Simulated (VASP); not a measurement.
# AgRh (P-6m2) in VASP: further runs

The runs below take AgRh through relaxation of cell and atoms, with RPBE, revPBE.

All numbers are computed with VASP 6.6.1; they aren't measurements. Logs are shortened: lines on timing, memory, paths and dates and some standing lists are left out, and cuts for length are marked.

**1. The cell of the first run**

The structure is hexagonal, space group P-6m2 (No. 187). The conventional cell has a = 2.778 Å, b = 2.778 Å, c = 4.809 Å, α = 90.00°, β = 90.00°, γ = 120.00°. Ag (site symmetry -6m2) has 6 Ag at 2.78 Å and 6 Rh at 2.89 Å within 3.7 Å. Within 3.7 Å of Rh (site symmetry -6m2) lie 6 Rh at 2.78 Å and 6 Ag at 2.89 Å.

**2. Relaxation of cell and atoms, RPBE**

Contents of INCAR:

```
SYSTEM = AgRh
ALGO = Fast
EDIFF = 1E-7
EDIFFG = -0.01
ENCUT = 600
GGA = RP
IBRION = 2
ISIF = 3
ISMEAR = -1
LASPH = .TRUE.
LCHARG = .FALSE.
LREAL = .FALSE.
LWAVE = .FALSE.
NELM = 60
NSW = 60
PREC = Accurate
SIGMA = 0.05
```

Contents of KPOINTS:

```
k-points
0
G
  11 11 6
  0 0 0
```

Contents of POSCAR:

```
AgRh
1.0
    2.7775881998      0.0000000000      0.0000000000
   -1.3887940999      2.4054619423      0.0000000000
    0.0000000000      0.0000000000      4.8086020000
Ag Rh
1 1
Direct
    0.0000000000      0.0000000000      0.5000000000
    0.6666666667      0.3333333333      0.0000000000
```

Potentials or basis: VASP PAW PBE potentials, release 64 (Ag, Rh_pv).

Started as:

```console
$ cat potpaw_PBE.64/Ag/POTCAR potpaw_PBE.64/Rh_pv/POTCAR > POTCAR
$ mpirun -np 1 vasp_std > vasp.out
```

OUTCAR:

```text
SYSTEM = AgRh
   EDIFF = 1E-7
   EDIFFG = -0.01
   ENCUT = 600
   GGA = RP
   IBRION = 2
   ISIF = 3
   ISMEAR = -1
   LASPH = .TRUE.
   LREAL = .FALSE.
   NELM = 60
   NSW = 60
   PREC = Accurate

 ion  position               nearest neighbor table
   1  0.000  0.000  0.500-   2 2.89   2 2.89   2 2.89   2 2.89   2 2.89   2 2.89
   2  0.667  0.333  0.000-   1 2.89   1 2.89   1 2.89   1 2.89   1 2.89   1 2.89

  LATTYP: Found a hexagonal cell.
 ALAT       =     2.7775881998
 C/A-ratio  =     1.7312148721

  Lattice vectors:

 A1 = (   2.7775881998,   0.0000000000,   0.0000000000)
 A2 = (  -1.3887940999,   2.4054619423,   0.0000000000)
 A3 = (   0.0000000000,   0.0000000000,   4.8086020000)

Analysis of symmetry for initial positions (statically):
=====================================================================
 Subroutine PRICEL returns:
 Original cell was already a primitive cell.

 Routine SETGRP: Setting up the symmetry group for a
 hexagonal supercell.

 Subroutine GETGRP returns: Found 12 space group operations
 (whereof 12 operations were pure point group operations)
 out of a pool of 24 trial point group operations.

The static configuration has the point symmetry D_3h.

Analysis of symmetry for dynamics (positions and initial velocities):
=====================================================================
 Subroutine PRICEL returns:
 Original cell was already a primitive cell.

 Routine SETGRP: Setting up the symmetry group for a
 hexagonal supercell.

 Subroutine GETGRP returns: Found 12 space group operations
 (whereof 12 operations were pure point group operations)
 out of a pool of 24 trial point group operations.

The dynamic configuration has the point symmetry D_3h.

 Subroutine INISYM returns: Found 12 space group operations
 (whereof 12 operations are pure point group operations),
 and found     1 'primitive' translations

----------------------------------------------------------------------------------------

                                     Primitive cell

  volume of cell :      32.1281

  direct lattice vectors                    reciprocal lattice vectors
     2.777588200  0.000000000  0.000000000     0.360024571  0.207860283  0.000000000
    -1.388794100  2.405461942  0.000000000     0.000000000  0.415720566  0.000000000
     0.000000000  0.000000000  4.808602000     0.000000000  0.000000000  0.207960651

  length of vectors
     2.777588200  2.777588200  4.808602000     0.415720566  0.415720566  0.207960651

  position of ions in fractional coordinates (direct lattice)
     0.000000000  0.000000000  0.500000000
     0.666666667  0.333333333  0.000000000

  ion indices of the primitive-cell ions
   primitive index   ion index
                 1           1
                 2           2

----------------------------------------------------------------------------------------

 KPOINTS: k-points

Automatic generation of k-mesh.
 Grid dimensions read from file:
 generate k-points for:   11   11    6

 Generating k-lattice:

  Cartesian coordinates                     Fractional coordinates (reciprocal lattice)
     0.032729506  0.018896389  0.000000000     0.090909091  0.000000000  0.000000000
     0.000000000  0.037792779  0.000000000     0.000000000  0.090909091  0.000000000
     0.000000000  0.000000000  0.034660108     0.000000000  0.000000000  0.166666667

  Length of vectors
     0.037792779  0.037792779  0.034660108

  Shift w.r.t. Gamma in fractional coordinates (k-lattice)
     0.000000000  0.000000000  0.000000000

 Subroutine IBZKPT returns following result:
 ===========================================

 Found     64 irreducible k-points:

 Following reciprocal coordinates:
            Coordinates               Weight
  0.000000  0.000000  0.000000      1.000000
  0.090909  0.000000  0.000000      6.000000
  0.181818  0.000000  0.000000      6.000000
  0.272727  0.000000  0.000000      6.000000
  0.363636  0.000000  0.000000      6.000000
  0.454545  0.000000  0.000000      6.000000
[... 16 lines left out ...]
  0.090909  0.090909  0.166667     12.000000
  0.181818  0.090909  0.166667     24.000000
 [... further k-points ...]
   k-points           NKPTS =     64   k-points in BZ     NKDIM =     64   number of bands    NBANDS=     17
   number of dos      NEDOS =    301   number of ions     NIONS =      2
   total plane-waves  NPLWV =  23040
   dimension x,y,z NGX =    24 NGY =   24 NGZ =   40
   dimension x,y,z NGXF=    48 NGYF=   48 NGZF=   80
   ions per type =               1   1
   NGX,Y,Z   is equivalent  to a cutoff of  14.36, 14.36, 13.83 a.u.
   NGXF,Y,Z  is equivalent  to a cutoff of  28.73, 28.73, 27.66 a.u.
 SYSTEM =  AgRh
   PREC   = accura    normal or accurate (medium, high low for compatibility)
   ISTART =      0    job   : 0-new  1-cont  2-samecut
   ICHARG =      2    charge: 1-file 2-atom 10-const
   ISPIN  =      1    spin polarized calculation?
   LNONCOLLINEAR =      F non collinear calculations
   LSORBIT =      F    spin-orbit coupling
   LASPH  =      T    aspherical Exc in radial PAW
   ENCUT  =  600.0 eV  44.10 Ry    6.64 a.u.   5.55  5.55  9.60*2*pi/ulx,y,z
   NELM   =     60;   NELMIN=  2; NELMDL= -5     # of ELM steps
   EDIFF  = 0.1E-06   stopping-criterion for ELM
   LREAL  =      F    real-space projection
   EDIFFG = -.1E-01   stopping-criterion for IOM
   NSW    =     60    number of steps for IOM
   IBRION =      2    ionic relax: 0-MD 1-quasi-New 2-CG
   NFREE  =      1    steps in history (QN), initial steepest desc. (CG)
   ISIF   =      3    stress and relaxation
   ISYM   =      2    0-nonsym 1-usesym 2-fastsym
   POTIM  = 0.5000    time-step for ionic-motion
   TEBEG  =    0.0;   TEEND  =   0.0 temperature during run
   PSTRESS=    0.0 pullay stress
   NELECT =      26.0000    total number of electrons
   NUPDOWN=      -1.0000    fix difference up-down
   EMIN   =  10.00;   EMAX   =-10.00  energy-range for DOS
   EFERMI =   0.00;   METHOD = LEGACY
   ISMEAR =    -1;   SIGMA  =   0.05  broadening in eV -4-tet -1-fermi 0-gaus
   EFERMI_NEDOS =   21; number of points for ismear=-14 and -15
   IALGO  =     68    algorithm
   IMIX   =      4    mixing-type and parameters
     AMIX     =   0.40;   BMIX     =  1.00
     AMIX_MAG =   1.60;   BMIX_MAG =  1.00
  volume/ion in A,a.u.               =      16.06       108.41
  Fermi-wavevector in a.u.,A,eV,Ry     =   1.525589  2.882945 31.666497  2.327422
  Thomas-Fermi vector in A             =   2.633739
   LORBIT       =      0    0 simple, 1 ext, 2 COOP (PROOUT), +10 PAW based schemes
   GGA     = RP    functional components
   LHFCALC =     F    Hartree Fock is set to
   AEXX    =    0.0000 exact exchange contribution
   IVDW    =     0    specifies the selected vdW correction
   LEPSILON=     F    determine dielectric tensor
   LRPA    =     F    only Hartree local field effects (RPA)
 conjugate gradient relaxation of ions
 non-spin polarized calculation
 RMM-DIIS sequential band-by-band and
  energy-cutoff  :      600.00
  volume of cell :       32.13
 maximum number of plane-waves:      1099
 NGX is ok and might be reduce to    24
   NGX = 11   NGY = 11   NGZ = 19

--------------------------------------- Ionic step        1  -------------------------------------------

 number of electron      26.0000002 magnetization

 Free energy of the ion-electron system (eV)
  ---------------------------------------------------
  ext. energy  EPLUGINS =         0.00000000
  ---------------------------------------------------
  free energy    TOTEN  =        -8.29287282 eV

  energy without entropy =       -8.26690975  energy(sigma->0) =       -8.27989128

------------------------ aborting loop because EDIFF is reached ----------------------------------------

  FORCE on cell =-STRESS in cart. coord.  units (eV):
  Direction    XX          YY          ZZ          XY          YZ          ZX
  --------------------------------------------------------------------------------------
  -------------------------------------------------------------------------------------
  Total        0.4308697      0.4308697      0.2053614     -0.0000000     -0.0000000      0.0000000
  in kB       21.4867806     21.4867806     10.2410413     -0.0000000     -0.0000000      0.0000000
  external PRESSURE =      17.7382008 kB  Pullay stress =       0.0000000 kB
[... 93 lines left out ...]
  energy  without entropy=       -8.2687944337  energy(sigma->0) =       -8.28200954

--------------------------------------- Ionic step        4  -------------------------------------------

 number of electron      26.0000001 magnetization

 Free energy of the ion-electron system (eV)
  ---------------------------------------------------
  ext. energy  EPLUGINS =         0.00000000
  ---------------------------------------------------
  free energy    TOTEN  =        -8.29527599 eV

  energy without entropy =       -8.26883120  energy(sigma->0) =       -8.28205359

 E-fermi :   8.7432     XC(G=0): -12.5983

 val. band max:        8.7169336945   @ k =   0.0909   0.0909   0.3333
 cond. band min:       8.7498243800   @ k =   0.2727   0.0000   0.0000
 fundamental gap:      0.0328906855
 Fermi energy:         8.7432017432

 k-point     1 :       0.0000    0.0000    0.0000
  band No.  band energies     occupation
      1     -36.8784      2.00000
      2     -36.8784      2.00000
      3     -36.8627      2.00000
      4       1.7376      2.00000
      5       3.1311      2.00000
      6       4.5378      2.00000
[... 9 lines left out ...]
     16      14.1073      0.00000
     17      25.3601      0.00000
[... 443 lines left out ...]
      1     -37.0508      2.00000
      2     -36.9282      2.00000
      3     -36.8390      2.00000
      4       3.3223      2.00000
      5       3.8445      2.00000
      6       4.2293      2.00000
[... 9 lines left out ...]
     16      16.3289      0.00000
     17      21.6615      0.00000

 [... further k-points ...]
[... 5 lines left out ...]
  --------------------------------------------------------------------------------------
  -------------------------------------------------------------------------------------
  Total        0.0038355      0.0038355     -0.0141836      0.0000000     -0.0000000      0.0000000
  in kB        0.1890188      0.1890188     -0.6989807      0.0000000     -0.0000000      0.0000000
  external PRESSURE =      -0.1069810 kB  Pullay stress =       0.0000000 kB
[... 17 lines left out ...]
  FREE ENERGIE OF THE ION-ELECTRON SYSTEM (eV)
  ---------------------------------------------------
  free  energy   TOTEN  =        -8.2952759880 eV

  energy  without entropy=       -8.2688312011  energy(sigma->0) =       -8.28205359

 reached required accuracy - stopping structural energy minimisation
```

It took 6.4 min on 1 thread of AMD EPYC, shared host; peak memory 0.16 GiB.

Results:

```yaml
Free_energy: -8.2953 eV
Relaxed_volume: 16.26 Å³/atom
Relaxed_cell: a = 2.792 Å, b = 2.792 Å, c = 4.814 Å, α = 90.00°, β = 90.00°, γ = 120.00°
Space_group_after_relaxing_to_0.1_Å: P-6m2 (No. 187)
Energy_gained_by_relaxing: 1.2 meV/atom
Ionic_steps: 4
Pressure_after_relaxing: 0.0 GPa
Band_gap_on_the_k_mesh: zero (bands 13 and 14 overlap by 1.27 eV)
```

Stress tensor (GPa, compression positive):
```
 0.02  0.00  0.00
 0.00  0.02  0.00
 0.00  0.00 -0.07
```

Step by step:
```csv
step,energy change (eV),largest force (eV/Å),pressure (GPa),volume (Å³)
1,0.0000,0.0000,1.77,32.13
2,0.0003,0.0000,-1.89,32.96
3,-0.0024,0.0000,-0.05,32.53
4,-0.0024,0.0000,-0.01,32.51
```

Final structure:
```
Ag Rh
1.0
     2.79249    0.00000    0.00000
    -1.39625    2.41837    0.00000
     0.00000    0.00000    4.81413
Ag Rh
1 1
Direct
  0.00000 0.00000 0.50000
  0.66667 0.33333 0.00000
```

Caveat: the PAW data sets were made with another functional, which shifts forces and pressure a little.

**3. Relaxation of cell and atoms, revPBE**

Contents of INCAR:

```
SYSTEM = AgRh
PREC = Accurate ; ENCUT = 600
EDIFF = 1E-6 ; ISMEAR = -1
SIGMA = 0.05 ; LREAL = .FALSE.
LASPH = .TRUE. ; NELM = 60
ALGO = Fast ; ISIF = 3
LWAVE = .FALSE. ; LCHARG = .FALSE.
GGA = RE ; IBRION = 2
NSW = 60 ; EDIFFG = -0.01
```

Contents of KPOINTS:

```
Automatic mesh
0
G
  11 11 6
  0 0 0
```

POSCAR is that of step 2.

Potentials or basis: VASP PAW PBE potentials, release 64 (Ag, Rh_pv).

Started as:

```console
$ cat potpaw_PBE.64/Ag/POTCAR potpaw_PBE.64/Rh_pv/POTCAR > POTCAR
$ mpirun -np 1 vasp_std > vasp.out
```

Wall time 4.2 min (1 thread of AMD EPYC, shared host); peak memory 0.16 GiB.

The run converged. Its results:

| Quantity | Value |
| --- | --- |
| Free energy | -8.5265 eV |
| Relaxed volume | 16.12 Å³/atom |
| Relaxed cell | a = 2.786 Å, b = 2.786 Å, c = 4.797 Å, α = 90.00°, β = 90.00°, γ = 120.00° |
| Space group after relaxing (to 0.1 Å) | P-6m2 (No. 187) |
| Energy gained by relaxing | 0.3 meV/atom |
| Ionic steps | 4 |
| Pressure after relaxing | 0.0 GPa |
| Band gap on the k mesh | zero (bands 13 and 14 overlap by 1.29 eV) |

The path:
```
step  energy change (eV)  largest force (eV/Å)  pressure (GPa)  volume (Å³)
   1              0.0000                0.0000            0.58        32.13
   2             -0.0002                0.0000           -0.71        32.40
   3             -0.0005                0.0000           -0.18        32.28
   4             -0.0006                0.0000           -0.03        32.24
```

Final structure:
```
CELL_PARAMETERS angstrom
2.78561 0.00000 0.00000
-1.39281 2.41241 0.00000
0.00000 0.00000 4.79709
ATOMIC_POSITIONS crystal
Ag 0.00000 0.00000 0.50000
Rh 0.66667 0.33333 0.00000
```

Levels at points of the mesh, in eV from the Fermi level:
```
           k point  band 9  band 10  band 11  band 12  band 13  band 14  band 15  band 16  band 17
(0.00, 0.00, 0.00)   -3.09    -3.09    -1.74    -1.74     0.13     0.13     0.27     5.43    16.63
(0.00, 0.00, 0.50)   -3.16    -3.16    -2.40    -1.56    -1.56     0.09     0.09    11.67    12.64
```

Caveat: the PAW data sets were made with another functional, which shifts forces and pressure a little.
